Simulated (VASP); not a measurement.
# HC28 (a cell with a defect) in VASP: further runs, part 2 of 2

VASP 6.6.1. Earlier steps stand in the parts before.

### 4 Single point, PBE

INCAR

```
PREC     = Accurate       # precision mode
ENCUT    = 520            # plane-wave cutoff, eV
EDIFF    = 1E-7           # SCF threshold, eV
ISMEAR   = 0              # smearing method
SIGMA    = 0.1            # smearing width, eV
LREAL    = Auto         
LASPH    = True           # aspherical terms in the spheres
NELM     = 60             # most SCF steps
ALGO     = Fast           # electronic algorithm
ISIF     = 2              # what is computed and relaxed
LWAVE    = False          # write WAVECAR
LCHARG   = False          # write CHGCAR
GGA      = PE             # functional
NBANDS   = 76             # bands
```

KPOINTS

```
Automatic mesh
0
Gamma
  4 4 3
```

POSCAR

```
HC28
1.0
    4.9330655670     -4.2721600996      0.0000000000
   -6.1663319588     -2.1360800497      0.0000000000
    0.0000000000      0.0000000000     -8.4654494173
C H
28 1
Direct
    0.6168182911      0.8500226890      0.7524699146
    0.1924186826      0.7063455239      0.7580900533
    0.7634229811      0.5575370648      0.7524624726
    0.3366461362      0.4210108181      0.7580457556
    0.9070859255      0.2767858359      0.7580520163
    0.4787118700      0.1347193190      0.7653083352
    0.0558959215     -0.0033989014      0.7524637720
    0.5198572396      0.8705744168      0.2479821090
    0.0913690196      0.7276702576      0.2479189109
    0.6626408609      0.5847534383      0.2479795102
    0.2341328806      0.4419763434      0.2480183740
    0.8055862134      0.2991529847      0.2480078607
    0.3770115726      0.1562526659      0.2480125858
   -0.0515055818      0.0135079636      0.2479842353
    0.3825560106      0.6603064692      0.7574563008
    0.9531183159      0.5129662442      0.7574518119
    0.5271236030      0.3726927630      0.7601537358
    0.1004627033      0.2308753586      0.7574235795
    0.6682807214      0.0863000272      0.7601788969
    0.2407317165      0.9451493011      0.7601935447
    0.8120366035      0.8013869252      0.7158039345
    0.4721899990      0.6324546345      0.2480057344
    0.0436783648      0.4895818548      0.2479775020
    0.6150767374      0.3466820938      0.2480189647
    0.1866013863      0.2039539684      0.2480184922
    0.7579453315      0.0610792638      0.2480134127
    0.3293934614      0.9181815997      0.2479881335
    0.9008629983      0.7753019574      0.2479226910
    0.8121198628      0.8013959619      0.5824133790
```

Started as:

```
$ cat potpaw_PBE.64/C/POTCAR potpaw_PBE.64/H/POTCAR > POTCAR
$ mpirun -np 1 vasp_std > vasp.out
```

Run time: 19 min. Hardware: 1 thread of Oxide Virtual Turin-like, shared host; peak memory 0.59 GiB.

The run converged. Its results:

| Item | Value |
| --- | --- |
| Free energy | -260.2090 eV |
| Pressure | 1.4 GPa |
| Largest force | 0.027 eV/Å |
| Band gap on the k mesh | zero (an odd number of electrons rules out a gap without spin polarisation) |

Forces on the atoms (eV/Å):
```
C    0.002 -0.009 -0.010
C   -0.001  0.000 -0.003
C   -0.013 -0.004 -0.002
C    0.007 -0.003 -0.002
C    0.001 -0.006  0.000
C   -0.005 -0.005 -0.005
C   -0.004  0.005 -0.005
C    0.001  0.001  0.002
C   -0.005  0.007  0.005
C    0.000  0.008 -0.003
C    0.008 -0.001  0.005
C   -0.002  0.001  0.002
C    0.000 -0.006 -0.001
C    0.005 -0.007  0.000
C   -0.002  0.015 -0.001
C    0.001 -0.002 -0.002
C   -0.002  0.003  0.001
C   -0.006  0.004 -0.007
C   -0.005 -0.002 -0.002
C    0.006  0.004 -0.004
C    0.002  0.002 -0.001
C   -0.001 -0.008  0.002
C    0.006  0.009  0.004
C    0.006 -0.004  0.001
C   -0.001  0.002 -0.001
C    0.004 -0.001 -0.004
C   -0.004 -0.006  0.003
C    0.002  0.003  0.001
H   -0.001  0.001  0.027
```

Stress tensor (GPa, compression positive):
```
 2.07  0.00  0.01
 0.00  2.07 -0.01
 0.01 -0.01  0.05
```

Levels at points of the mesh, in eV from the Fermi level:
| k point | band 55 | band 56 | band 57 | band 58 | band 59 | band 60 |
| --- | --- | --- | --- | --- | --- | --- |
| (0.00, 0.00, 0.00) | -3.00 | -3.00 | 0.19 | 2.95 | 3.60 | 3.60 |
| (0.50, 0.00, 0.00) | -1.90 | -1.69 | -0.06 | 1.10 | 1.14 | 1.24 |
| (0.00, 0.50, 0.00) | -1.90 | -1.69 | -0.05 | 1.13 | 1.15 | 1.36 |
| (0.50, 0.50, 0.00) | -1.88 | -1.63 | -0.06 | 1.11 | 1.13 | 1.36 |

### 5 Single point, PBE

INCAR

```
PREC = Accurate
ENCUT = 520
EDIFF = 1E-6
ISMEAR = 0
SIGMA = 0.1
LREAL = Auto
LASPH = True
NELM = 80
ALGO = Fast
ISIF = 2
LWAVE = False
LCHARG = False
GGA = PE
NBANDS = 76
```

KPOINTS is that of step 4.

POSCAR

```
HC28
1.0
    4.9330655670     -4.2721600996      0.0000000000
   -6.1663319588     -2.1360800497      0.0000000000
    0.0000000000      0.0000000000     -8.4654494173
C H
28 1
Direct
    0.6246577406      0.8469898517      0.7522548049
    0.1961684596      0.7040850058      0.7521882993
    0.7675351646      0.5611483966      0.7521874724
    0.3390166714      0.4184068399      0.7521601850
    0.9104427593      0.2755073580      0.7521642013
    0.4818926370      0.1326806568      0.7521529793
    0.0533909270     -0.0100935300      0.7521950326
    0.5162435762      0.8686475924      0.2417485356
    0.0918448615      0.7249709801      0.2473671387
    0.6527667272      0.5783931337      0.2473759982
    0.2299507404      0.4402735853      0.2345271824
    0.8015760628      0.2982077979      0.2417858638
    0.3720157344      0.1539826296      0.2417927152
   -0.0547614383      0.0174556341      0.2473785970
    0.3866312860      0.6564773858      0.7521839286
    0.9580839372      0.5135800184      0.7521580587
    0.5294267037      0.3707044411      0.7521543968
    0.1009518607      0.2279762357      0.7521545149
    0.6723491908      0.0850785598      0.7521944419
    0.2438369547      0.9422036835      0.7521665639
    0.8151677263      0.7993571989      0.7522496073
    0.4679312756      0.6298437530      0.2396438630
    0.0403820562      0.4886930108      0.2396573295
    0.6081997137      0.3441193370      0.2424150094
    0.1815381649      0.2022999538      0.2396844987
    0.7555438592      0.0620260795      0.2423874857
    0.3261068076      0.9146869325      0.2423814613
    0.8966260560      0.7736062792      0.2840422146
    0.8965542666      0.7735906879      0.4174315888
```

Potentials or basis: VASP PAW PBE potentials, release 64 (C, H).

Started as:

```
$ cat potpaw_PBE.64/C/POTCAR potpaw_PBE.64/H/POTCAR > POTCAR
$ mpirun -np 1 vasp_std > vasp.out
```

OUTCAR:

```text
PREC = Accurate
   ENCUT = 520
   EDIFF = 1E-6
   ISMEAR = 0
   LREAL = Auto
   LASPH = True
   NELM = 80
   ISIF = 2
   GGA = PE

 ion  position               nearest neighbor table
   1  0.625  0.847  0.752-  15 1.42  19 1.42  21 1.42
   2  0.196  0.704  0.752-  15 1.42  16 1.42  20 1.42
   3  0.768  0.561  0.752-  17 1.42  16 1.42  21 1.42
   4  0.339  0.418  0.752-  18 1.42  15 1.42  17 1.42
   5  0.910  0.276  0.752-  16 1.42  18 1.42  19 1.42
   6  0.482  0.133  0.752-  17 1.42  19 1.42  20 1.42
[... 19 lines left out ...]
  26  0.756  0.062  0.242-  14 1.41  12 1.42   8 1.44
  27  0.326  0.915  0.242-   9 1.41   8 1.42  13 1.44
  28  0.897  0.774  0.284-  29 1.13  10 1.49  14 1.49   9 1.49
  29  0.897  0.774  0.417-  28 1.13

  LATTYP: Found a hexagonal cell.
 ALAT       =     6.5258323458
 C/A-ratio  =     1.2972214070

  Lattice vectors:

 A1 = (   4.9330655670,  -4.2721600996,   0.0000000000)
 A2 = (  -6.1663319588,  -2.1360800497,   0.0000000000)
 A3 = (   0.0000000000,   0.0000000000,  -8.4654494173)

Analysis of symmetry for initial positions (statically):
=====================================================================
 Subroutine PRICEL returns:
 Original cell was already a primitive cell.

 Routine SETGRP: Setting up the symmetry group for a
 hexagonal supercell.

 Subroutine GETGRP returns: Found  1 space group operations
 (whereof  1 operations were pure point group operations)
 out of a pool of 24 trial point group operations.

The static configuration has the point symmetry C_1 .

Analysis of symmetry for dynamics (positions and initial velocities):
=====================================================================
 Subroutine PRICEL returns:
 Original cell was already a primitive cell.

 Routine SETGRP: Setting up the symmetry group for a
 hexagonal supercell.

 Subroutine GETGRP returns: Found  1 space group operations
[... 182 lines left out ...]
   GGA     = PE    functional components
   LHFCALC =     F    Hartree Fock is set to
   AEXX    =    0.0000 exact exchange contribution
   IVDW    =     0    specifies the selected vdW correction
   LEPSILON=     F    determine dielectric tensor
   LRPA    =     F    only Hartree local field effects (RPA)
 non-spin polarized calculation
 RMM-DIIS sequential band-by-band and
 Gauss-broadening in eV      SIGMA  =   0.10
  energy-cutoff  :      520.00
  volume of cell :      312.21
 maximum number of plane-waves:      8422
 NGX is ok and might be reduce to    50
   NGX = 25   NGY = 25   NGZ = 31

 number of electron     113.0000000 magnetization

 Free energy of the ion-electron system (eV)
  ---------------------------------------------------
  ext. energy  EPLUGINS =         0.00000000
  ---------------------------------------------------
  free energy    TOTEN  =      -260.20871789 eV

  energy without entropy =     -260.17249085  energy(sigma->0) =     -260.19060437

 E-fermi :   3.1537     XC(G=0):  -8.8337

 val. band max:        3.1098525418   @ k =   0.5000   0.5000   0.3333
 cond. band min:       3.2037843224   @ k =  -0.2500   0.2500   0.0000
 fundamental gap:      0.0939317807
 Fermi energy:         3.1536627731

 k-point     1 :       0.0000    0.0000    0.0000
  band No.  band energies     occupation
      1     -16.6880      2.00000
      2     -16.4962      2.00000
      3     -13.4023      2.00000
      4     -13.3917      2.00000
      5     -13.3892      2.00000
      6     -13.3844      2.00000
[... 1693 lines left out ...]
     67       8.4468      0.00000
     68       8.6333      0.00000

 [... further k-points ...]

 [bands above 68 left out]

------------------------ aborting loop because EDIFF is reached ----------------------------------------

  FORCE on cell =-STRESS in cart. coord.  units (eV):
  Direction    XX          YY          ZZ          XY          YZ          ZX
  --------------------------------------------------------------------------------------
  -------------------------------------------------------------------------------------
  Total        4.0326332      4.0577511      0.0970787     -0.0055215     -0.0129124      0.0099922
  in kB       20.6941134     20.8230102      0.4981753     -0.0283343     -0.0662619      0.0512764
  external PRESSURE =      14.0050996 kB  Pullay stress =       0.0000000 kB

 VOLUME and BASIS-vectors are now :
 -----------------------------------------------------------------------------
  energy-cutoff  :      520.00
  volume of cell :      312.21
      direct lattice vectors                 reciprocal lattice vectors
     4.933065567 -4.272160100  0.000000000     0.057918202 -0.167195446  0.000000000
    -6.166331959 -2.136080050  0.000000000    -0.115836403 -0.133756357  0.000000000
     0.000000000  0.000000000 -8.465449417     0.000000000  0.000000000 -0.118127219

 POSITION                                       TOTAL-FORCE (eV/Angst)
 -----------------------------------------------------------------------------------
     -2.14134     -4.47788     -6.36817         0.004228     -0.002701     -0.002587
     -3.37391     -2.34205     -6.36761         0.000494     -0.001469      0.001052
      0.32607     -4.47769     -6.36760        -0.004226      0.006706     -0.000036
     -0.90764     -2.34208     -6.36737         0.000979     -0.001379      0.000919
      2.79240     -4.47806     -6.36741         0.003185     -0.010884     -0.002684
      1.55906     -2.34214     -6.36731        -0.009291      0.004890     -0.003242
[... 21 lines left out ...]
     -0.34720     -5.48302     -2.40455        -0.000509      0.001183      0.003786
     -0.34746     -5.48267     -3.53375        -0.000296     -0.000409     -0.026828
 -----------------------------------------------------------------------------------
    total drift:                                0.010734      0.011025     -0.043691

  FREE ENERGIE OF THE ION-ELECTRON SYSTEM (eV)
  ---------------------------------------------------
  free  energy   TOTEN  =      -260.2087178918 eV

  energy  without entropy=     -260.1724908540  energy(sigma->0) =     -260.19060437
```

OSZICAR:

```text
N       E                     dE             d eps       ncg     rms          rms(c)
DAV:   1     0.560242722336E+03    0.56024E+03   -0.55725E+04  3968   0.135E+03
DAV:   2    -0.220538640612E+03   -0.78078E+03   -0.74094E+03  5020   0.298E+02
DAV:   3    -0.276779131293E+03   -0.56240E+02   -0.55630E+02  4760   0.808E+01
DAV:   4    -0.278065474184E+03   -0.12863E+01   -0.12828E+01  5080   0.134E+01
DAV:   5    -0.278108271133E+03   -0.42797E-01   -0.42766E-01  5256   0.222E+00    0.237E+01
RMM:   6    -0.264549387998E+03    0.13559E+02   -0.12252E+01  4116   0.103E+01    0.138E+01
RMM:   7    -0.260060829407E+03    0.44886E+01   -0.23553E+01  4538   0.145E+01    0.374E+00
RMM:   8    -0.260204083256E+03   -0.14325E+00   -0.14046E+00  4466   0.429E+00    0.899E-01
RMM:   9    -0.260198950910E+03    0.51323E-02   -0.31853E-01  4746   0.198E+00    0.186E-01
RMM:  10    -0.260206408873E+03   -0.74580E-02   -0.73437E-02  4895   0.990E-01    0.116E-01
RMM:  11    -0.260208308303E+03   -0.18994E-02   -0.17643E-02  5222   0.446E-01    0.468E-02
RMM:  12    -0.260208624392E+03   -0.31609E-03   -0.29401E-03  5161   0.173E-01    0.317E-02
RMM:  13    -0.260208701604E+03   -0.77212E-04   -0.45160E-04  4863   0.698E-02    0.109E-02
RMM:  14    -0.260208710195E+03   -0.85911E-05   -0.14210E-04  4803   0.368E-02    0.776E-03
RMM:  15    -0.260208714838E+03   -0.46424E-05   -0.30962E-05  4827   0.183E-02    0.438E-03
RMM:  16    -0.260208717098E+03   -0.22600E-05   -0.98317E-06  4314   0.980E-03    0.179E-03
RMM:  17    -0.260208717892E+03   -0.79423E-06   -0.22481E-06  3224   0.479E-03
   1 F= -.26020872E+03 E0= -.26019060E+03  d E =-.362270E-01
```

Run time: 23 min. Hardware: 1 thread of Oxide Virtual Turin-like, shared host; peak memory 0.6 GiB.

What came out:

```yaml
Free_energy: -260.2087 eV
Pressure: 1.4 GPa
Largest_force: 0.027 eV/Å
Band_gap_on_the_k_mesh: zero (an odd number of electrons rules out a gap without spin polarisation)
```

Forces on the atoms (eV/Å):
```
C    0.004 -0.003 -0.003
C    0.000 -0.001  0.001
C   -0.004  0.007  0.000
C    0.001 -0.001  0.001
C    0.003 -0.011 -0.003
C   -0.009  0.005 -0.003
C   -0.005 -0.007 -0.004
C    0.008 -0.011  0.001
C   -0.005  0.013  0.008
C    0.002 -0.012  0.007
C    0.001  0.006  0.006
C   -0.017  0.001  0.005
C    0.004  0.000  0.002
C    0.004  0.005  0.006
C   -0.009  0.000 -0.004
C    0.002 -0.003  0.001
C    0.002 -0.003 -0.005
C    0.006  0.003  0.000
C    0.003  0.006 -0.002
C    0.000  0.003  0.003
C   -0.002 -0.003  0.001
C    0.002  0.000  0.002
C    0.001  0.007  0.002
C    0.002 -0.001  0.002
C    0.006  0.000 -0.003
C    0.001  0.006  0.003
C   -0.005 -0.005  0.001
C   -0.001  0.001  0.004
H    0.000  0.000 -0.027
```

Stress tensor (GPa, compression positive):
```
 2.07  0.00  0.01
 0.00  2.08 -0.01
 0.01 -0.01  0.05
```

### 6 The runs side by side

| cell | gap on the mesh (eV) | pressure (GPa) | largest force (eV/Å) |
| --- | --- | --- | --- |
| a = 6.526, b = 6.526, c = 8.465 Å, angles 90.0, 90.0, 120.0°, 29 atoms, atomic positions A | none | 1.4 | 0.04 |
| a = 6.526, b = 6.526, c = 8.465 Å, angles 90.0, 90.0, 120.0°, 29 atoms, atomic positions B | none | 1.4 | 0.05 |
| a = 6.526, b = 6.526, c = 8.465 Å, angles 90.0, 90.0, 120.0°, 29 atoms, atomic positions C | none | 1.4 | 0.03 |
| a = 6.526, b = 6.526, c = 8.465 Å, angles 90.0, 90.0, 120.0°, 29 atoms, atomic positions D | none | 1.4 | 0.03 |

Alike in all rows: task single point; level PBE; potentials or basis VASP PAW PBE potentials, release 64 (C, H); no spin polarisation; k mesh 4 × 4 × 3; cutoff (eV) 520; smearing gaussian 0.1 eV.

Total energies depend on the potentials used, so only differences within one code and one set of settings carry meaning.

The gap in the log of VASP goes by the Fermi energy; the results here count the filled bands.